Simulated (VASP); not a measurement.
# WSe2 in VASP: single point with PBEsol+D3(BJ)

Aim: the single point of WSe2 with PBEsol+D3(BJ).

Everything below comes from runs of VASP 6.6.1. Logs are shortened: lines on timing, memory, paths and dates and some standing lists are left out, and cuts for length are marked.

### 1 The cell of the first run

The cell holds a slab with vacuum, 3 atoms: a = 3.318 Å, b = 3.170 Å, c = 16.658 Å, α = 90.00°, β = 90.00°, γ = 121.56°.

### 2 Single point, PBEsol+D3(BJ) (strain -0.0600 x Voigt [0, 1, 0, 0, 0, 0])

The input, INCAR:

```
  PREC = Accurate
  ENCUT = 520
  EDIFF = 1E-6
  ISMEAR = 0
  SIGMA = 0.05
  LREAL = F
  LASPH = T
  NELM = 100
  ALGO = Normal
  ISIF = 2
  LWAVE = F
  LCHARG = F
  GGA = PS
  IVDW = 12
  NBANDS = 20
```

The input, KPOINTS:

```
regular mesh
0
Gamma
  12 12 2
```

The input, POSCAR:

```
WSe2
1.0
    3.3179375931      0.0000000000      0.0000000000
   -1.6589687966      2.7010131492      0.0000000000
    0.0000000000      0.0000000000     16.6581424200
W Se
1 2
Direct
    0.0000000000      0.0000000000      0.0000000000
    0.3333333333      0.6666666667      0.0997865200
    0.3333333333      0.6666666667      0.9002134800
```

Potentials or basis: VASP PAW PBE potentials, release 64 (W_sv, Se).

Command:

```
> cat potpaw_PBE.64/W_sv/POTCAR potpaw_PBE.64/Se/POTCAR > POTCAR
> mpirun -np 1 vasp_std > vasp.out
```

OUTCAR:

```text
PREC = Accurate
   ENCUT = 520
   EDIFF = 1E-6
   ISMEAR = 0
   LREAL = F
   LASPH = T
   NELM = 100
   ISIF = 2
   GGA = PS
   IVDW = 12
 IVDW          = 12

 ion  position               nearest neighbor table
   1  0.000  0.000  0.000-   2 2.45   3 2.45   2 2.52   3 2.52   2 2.52   3 2.52
   2  0.333  0.667  0.100-   1 2.45   1 2.52   1 2.52
   3  0.333  0.667  0.900-   1 2.45   1 2.52   1 2.52

  Warning from LATTYP: Monoclinic adjustment (A1->A3, A2->A1, A3->A2)!
  LATTYP: Found a base centered orthorhombic cell.
 ALAT       =     3.3179375931
 B/A-ratio  =     1.6281277591
 C/A-ratio  =     5.0206316281

  Lattice vectors:

 A1 = (   1.6589687966,  -2.7010131492,   0.0000000000)
 A2 = (   1.6589687965,   2.7010131492,   0.0000000000)
 A3 = (   0.0000000000,   0.0000000000,  16.6581424200)

Analysis of symmetry for initial positions (statically):
=====================================================================
 Subroutine PRICEL returns:
 Original cell was already a primitive cell.

 Routine SETGRP: Setting up the symmetry group for a
 base centered orthorhombic supercell.

 Subroutine GETGRP returns: Found  4 space group operations
 (whereof  4 operations were pure point group operations)
 out of a pool of  8 trial point group operations.

The static configuration has the point symmetry C_2v.

Analysis of symmetry for dynamics (positions and initial velocities):
=====================================================================
 Subroutine PRICEL returns:
 Original cell was already a primitive cell.

 Routine SETGRP: Setting up the symmetry group for a
 base centered orthorhombic supercell.

 Subroutine GETGRP returns: Found  4 space group operations
 (whereof  4 operations were pure point group operations)
 out of a pool of  8 trial point group operations.

The dynamic configuration has the point symmetry C_2v.

 Subroutine INISYM returns: Found  4 space group operations
 (whereof  4 operations are pure point group operations),
 and found     1 'primitive' translations

----------------------------------------------------------------------------------------

                                     Primitive cell

  volume of cell :     149.2868

  direct lattice vectors                    reciprocal lattice vectors
     3.317937593  0.000000000  0.000000000     0.301392046  0.185115722  0.000000000
    -1.658968797  2.701013149  0.000000000     0.000000000  0.370231445  0.000000000
     0.000000000  0.000000000 16.658142420     0.000000000  0.000000000  0.060030703

  length of vectors
     3.317937593  3.169802754 16.658142420     0.353701846  0.370231445  0.060030703

  position of ions in fractional coordinates (direct lattice)
     0.000000000  0.000000000  0.000000000
     0.333333333  0.666666667  0.099786520
     0.333333333  0.666666667  0.900213480

  ion indices of the primitive-cell ions
   primitive index   ion index
                 1           1
                 2           2
                 3           3

----------------------------------------------------------------------------------------

 KPOINTS: regular mesh

Automatic generation of k-mesh.
 Grid dimensions read from file:
 generate k-points for:   12   12    2

 Generating k-lattice:

  Cartesian coordinates                     Fractional coordinates (reciprocal lattice)
     0.025116004  0.015426310  0.000000000     0.083333333  0.000000000  0.000000000
     0.000000000  0.030852620  0.000000000     0.000000000  0.083333333  0.000000000
     0.000000000  0.000000000  0.030015351     0.000000000  0.000000000  0.500000000

  Length of vectors
     0.029475154  0.030852620  0.030015351

  Shift w.r.t. Gamma in fractional coordinates (k-lattice)
     0.000000000  0.000000000  0.000000000

 Subroutine IBZKPT returns following result:
 ===========================================

 Found     86 irreducible k-points:

 Following reciprocal coordinates:
            Coordinates               Weight
  0.000000  0.000000  0.000000      1.000000
  0.083333  0.000000  0.000000      4.000000
  0.166667  0.000000  0.000000      4.000000
  0.250000 -0.000000  0.000000      4.000000
  0.333333  0.000000  0.000000      4.000000
  0.416667  0.000000  0.000000      4.000000
[... 16 lines left out ...]
  0.333333  0.166667  0.000000      4.000000
  0.416667  0.166667  0.000000      4.000000
 [... further k-points ...]
   k-points           NKPTS =     86   k-points in BZ     NKDIM =     86   number of bands    NBANDS=     20
   number of dos      NEDOS =    301   number of ions     NIONS =      3
   total plane-waves  NPLWV =  84672
   dimension x,y,z NGX =    28 NGY =   24 NGZ =  126
   dimension x,y,z NGXF=    56 NGYF=   48 NGZF=  252
   ions per type =               1   2
   NGX,Y,Z   is equivalent  to a cutoff of  14.03, 12.59, 12.57 a.u.
   NGXF,Y,Z  is equivalent  to a cutoff of  28.06, 25.17, 25.15 a.u.
 SYSTEM =  unknown system
   PREC   = accura    normal or accurate (medium, high low for compatibility)
   ISTART =      0    job   : 0-new  1-cont  2-samecut
   ICHARG =      2    charge: 1-file 2-atom 10-const
   ISPIN  =      1    spin polarized calculation?
   LNONCOLLINEAR =      F non collinear calculations
   LSORBIT =      F    spin-orbit coupling
   LASPH  =      T    aspherical Exc in radial PAW
   ENCUT  =  520.0 eV  38.22 Ry    6.18 a.u.   6.17  5.89 30.97*2*pi/ulx,y,z
   NELM   =    100;   NELMIN=  2; NELMDL= -5     # of ELM steps
   EDIFF  = 0.1E-05   stopping-criterion for ELM
   LREAL  =      F    real-space projection
   EDIFFG = 0.1E-04   stopping-criterion for IOM
   NSW    =      0    number of steps for IOM
   IBRION =     -1    ionic relax: 0-MD 1-quasi-New 2-CG
   NFREE  =      0    steps in history (QN), initial steepest desc. (CG)
   ISIF   =      2    stress and relaxation
   ISYM   =      2    0-nonsym 1-usesym 2-fastsym
   POTIM  = 0.5000    time-step for ionic-motion
   TEBEG  =    0.0;   TEEND  =   0.0 temperature during run
   PSTRESS=    0.0 pullay stress
   NELECT =      26.0000    total number of electrons
   NUPDOWN=      -1.0000    fix difference up-down
   EMIN   =  10.00;   EMAX   =-10.00  energy-range for DOS
   EFERMI =   0.00;   METHOD = LEGACY
   ISMEAR =     0;   SIGMA  =   0.05  broadening in eV -4-tet -1-fermi 0-gaus
   EFERMI_NEDOS =   21; number of points for ismear=-14 and -15
   IALGO  =     38    algorithm
   IMIX   =      4    mixing-type and parameters
     AMIX     =   0.40;   BMIX     =  1.00
     AMIX_MAG =   1.60;   BMIX_MAG =  1.00
  volume/ion in A,a.u.               =      49.76       335.81
  Fermi-wavevector in a.u.,A,eV,Ry     =   0.914237  1.727657 11.372148  0.835829
  Thomas-Fermi vector in A             =   2.038841
   LORBIT       =      0    0 simple, 1 ext, 2 COOP (PROOUT), +10 PAW based schemes
   GGA     = PS    functional components
   LHFCALC =     F    Hartree Fock is set to
   AEXX    =    0.0000 exact exchange contribution
   IVDW    =    12    specifies the selected vdW correction
   LEPSILON=     F    determine dielectric tensor
   LRPA    =     F    only Hartree local field effects (RPA)
 non-spin polarized calculation
 Gauss-broadening in eV      SIGMA  =   0.05
  energy-cutoff  :      520.00
  volume of cell :      149.29
 maximum number of plane-waves:      4050
 NGX is ok and might be reduce to    28
   NGX = 13   NGY = 11   NGZ = 61

 number of electron      25.9999997 magnetization

 Free energy of the ion-electron system (eV)
  ---------------------------------------------------
  ext. energy  EPLUGINS =         0.00000000
  ---------------------------------------------------
  free energy    TOTEN  =       -23.11646289 eV

  energy without entropy =      -23.11646289  energy(sigma->0) =      -23.11646289

 E-fermi :  -0.3963     XC(G=0):  -4.9091

 val. band max:       -0.6609542383   @ k =   0.3333   0.3333   0.5000
 cond. band min:       1.0360422499   @ k =   0.1667   0.1667   0.0000
 fundamental gap:      1.6969964882
 Fermi energy:        -0.3962569892

 k-point     1 :       0.0000    0.0000    0.0000
  band No.  band energies     occupation
      1     -74.4973      2.00000
      2     -38.8256      2.00000
      3     -38.6596      2.00000
      4     -38.5687      2.00000
      5     -15.8296      2.00000
      6     -14.4514      2.00000
[... 12 lines left out ...]
     19       4.3106      0.00000
     20       4.7619      0.00000

 k-point     2 :       0.0833    0.0000    0.0000
  band No.  band energies     occupation
      1     -74.4964      2.00000
      2     -38.8218      2.00000
      3     -38.6741      2.00000
      4     -38.5785      2.00000
      5     -15.7170      2.00000
      6     -14.3968      2.00000
[... 12 lines left out ...]
     19       4.4539      0.00000
     20       5.1681      0.00000

 k-point     3 :       0.1667    0.0000    0.0000
  band No.  band energies     occupation
      1     -74.4938      2.00000
      2     -38.8113      2.00000
      3     -38.7189      2.00000
      4     -38.5992      2.00000
      5     -15.3935      2.00000
      6     -14.2404      2.00000
[... 12 lines left out ...]
     19       4.8576      0.00000
     20       5.7710      0.00000

 k-point     4 :       0.2500   -0.0000    0.0000
  band No.  band energies     occupation
      1     -74.4904      2.00000
      2     -38.7969      2.00000
      3     -38.7869      2.00000
      4     -38.6201      2.00000
      5     -14.9044      2.00000
      6     -14.0072      2.00000
[... 12 lines left out ...]
     19       5.4638      0.00000
     20       6.2373      0.00000

 k-point     5 :       0.3333    0.0000    0.0000
  band No.  band energies     occupation
      1     -74.4870      2.00000
      2     -38.8574      2.00000
      3     -38.7825      2.00000
      4     -38.6373      2.00000
      5     -14.3360      2.00000
      6     -13.7451      2.00000
[... 12 lines left out ...]
     19       6.0219      0.00000
     20       6.0988      0.00000

 k-point     6 :       0.4167    0.0000    0.0000
  band No.  band energies     occupation
      1     -74.4844      2.00000
      2     -38.9094      2.00000
      3     -38.7719      2.00000
      4     -38.6489      2.00000
      5     -13.8403      2.00000
      6     -13.5290      2.00000
[... 12 lines left out ...]
     19       6.3709      0.00000
     20       6.4409      0.00000

 k-point     7 :       0.5000   -0.0000    0.0000
  band No.  band energies     occupation
      1     -74.4835      2.00000
      2     -38.9285      2.00000
      3     -38.7681      2.00000
      4     -38.6530      2.00000
      5     -13.6331      2.00000
      6     -13.4435      2.00000
[... 12 lines left out ...]
     19       6.6301      0.00000
     20       6.6904      0.00000
[... 277 lines left out ...]
 k-point    20 :       0.0833    0.1667    0.0000
  band No.  band energies     occupation
      1     -74.4902      2.00000
      2     -38.7979      2.00000
      3     -38.7316      2.00000
      4     -38.6703      2.00000
      5     -15.0167      2.00000
      6     -14.0345      2.00000
[... 12 lines left out ...]
     19       5.3133      0.00000
     20       6.1649      0.00000

 k-point    21 :       0.1667    0.1667    0.0000
  band No.  band energies     occupation
      1     -74.4871      2.00000
      2     -38.8010      2.00000
      3     -38.7851      2.00000
      4     -38.6799      2.00000
      5     -14.5458      2.00000
      6     -13.8058      2.00000
[... 12 lines left out ...]
     19       5.9338      0.00000
     20       6.7756      0.00000

 k-point    22 :       0.2500    0.1667    0.0000
  band No.  band energies     occupation
      1     -74.4842      2.00000
      2     -38.8604      2.00000
      3     -38.7730      2.00000
      4     -38.6936      2.00000
      5     -14.0205      2.00000
      6     -13.5620      2.00000
[... 12 lines left out ...]
     19       6.3506      0.00000
     20       6.6357      0.00000

 k-point    23 :       0.3333    0.1667    0.0000
  band No.  band energies     occupation
      1     -74.4824      2.00000
      2     -38.8966      2.00000
      3     -38.7650      2.00000
      4     -38.7056      2.00000
      5     -13.5942      2.00000
      6     -13.3769      2.00000
[... 12 lines left out ...]
     19       7.1479      0.00000
     20       7.2951      0.00000

 k-point    24 :       0.4167    0.1667    0.0000
  band No.  band energies     occupation
      1     -74.4822      2.00000
      2     -38.9036      2.00000
      3     -38.7632      2.00000
      4     -38.7093      2.00000
      5     -13.4575      2.00000
      6     -13.3264      2.00000
[... 12 lines left out ...]
     19       7.6292      0.00000
     20       7.7084      0.00000

 [... further k-points ...]

------------------------ aborting loop because EDIFF is reached ----------------------------------------

 Edisp (eV)   -0.89569

 E8    (eV) :    -0.6227

  FORCE on cell =-STRESS in cart. coord.  units (eV):
  Direction    XX          YY          ZZ          XY          YZ          ZX
  --------------------------------------------------------------------------------------
  -------------------------------------------------------------------------------------
  Total      -0.51716     3.89050     1.94631    -0.00000     0.00000     0.00000
  in kB      -5.55028    41.75367    20.88826    -0.00000     0.00000     0.00000
  external pressure =       19.03 kB  Pullay stress =        0.00 kB

 VOLUME and BASIS-vectors are now :
 -----------------------------------------------------------------------------
  energy-cutoff  :      520.00
  volume of cell :      149.29
      direct lattice vectors                 reciprocal lattice vectors
     3.317937593  0.000000000  0.000000000     0.301392046  0.185115722  0.000000000
    -1.658968797  2.701013149  0.000000000     0.000000000  0.370231445  0.000000000
     0.000000000  0.000000000 16.658142420     0.000000000  0.000000000  0.060030703

 POSITION                                       TOTAL-FORCE (eV/Angst)
 -----------------------------------------------------------------------------------
      0.00000      0.00000      0.00000         0.000000     -0.626582      0.000000
     -0.00000      1.80068      1.66226        -0.000000      0.313291      0.595442
     -0.00000      1.80068     14.99588        -0.000000      0.313291     -0.595442
 -----------------------------------------------------------------------------------
    total drift:                                0.000001      0.000028     -0.000000

  FREE ENERGIE OF THE ION-ELECTRON SYSTEM (eV)
  ---------------------------------------------------
  free  energy   TOTEN  =       -24.0121495895 eV

  energy  without entropy=      -24.0121495895  energy(sigma->0) =      -24.01214959
```

It took 3.4 min on 1 thread of AMD EPYC 9R45 (Zen 5), shared host; peak memory 0.41 GiB.

Results:

| Property | Result |
| --- | --- |
| Free energy | -24.0121 eV |
| Largest force | 0.673 eV/Å |
| Band gap on the k mesh | 1.70 eV (least direct gap 1.83 eV) |
| Dispersion energy per atom | -0.299 eV |

Forces on the atoms (eV/Å):
```
W    0.000 -0.627  0.000
Se   0.000  0.313  0.595
Se   0.000  0.313 -0.595
```

Caveat: the cell differs from its parent crystal (strain -0.0600 x Voigt [0, 1, 0, 0, 0, 0]); there is no dipole correction, which matters where the two faces differ; the PAW data sets were made with another functional, which shifts forces and pressure a little; spin-orbit coupling is left out, which moves the levels of the heavy elements.
